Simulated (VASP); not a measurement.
# LiH: single point with PBE

Crystal: LiH.

```
Li H
1.0
     0.00000    2.00862    2.00862
     2.00862    0.00000    2.00862
     2.00862    2.00862    0.00000
Li H
1 1
Direct
  0.01502 0.00694 0.98034
  0.50690 0.46285 0.52465
```

* Program: VASP 6.6.1
* Task: single point
* Functional: PBE
* Potentials or basis: VASP PAW PBE potentials, release 64 (Li_sv, H)
* Cutoff: 520 eV
* k mesh: 3 × 3 × 3
* Occupations: gaussian, width 0.1 eV
* Spin: no spin polarisation

The largest force is 0.173 eV/Å and the band gap on the k mesh is 6.05 eV, indirect (least direct gap 6.07 eV).

Forces on the atoms (eV/Å):
```
Li   0.001  0.095 -0.144
H   -0.001 -0.095  0.144
```

Levels at points of the mesh, in eV from the valence-band top:
```
           k point  band 1  band 2  band 3  band 4  band 5  band 6
(0.00, 0.00, 0.00)  -43.20   -4.33   16.74   18.89   18.94   19.33
```

It took 4.5 s on 1 thread of Intel(R) Xeon(R) Platinum 8375C CPU @ 2.90GHz (Ice Lake), on a shared host, peak memory 0.12 GiB.

Caveat: the k points lie up to 0.90 Å⁻¹ apart. PBE gaps usually lie below the measured ones, often by a third to a half.
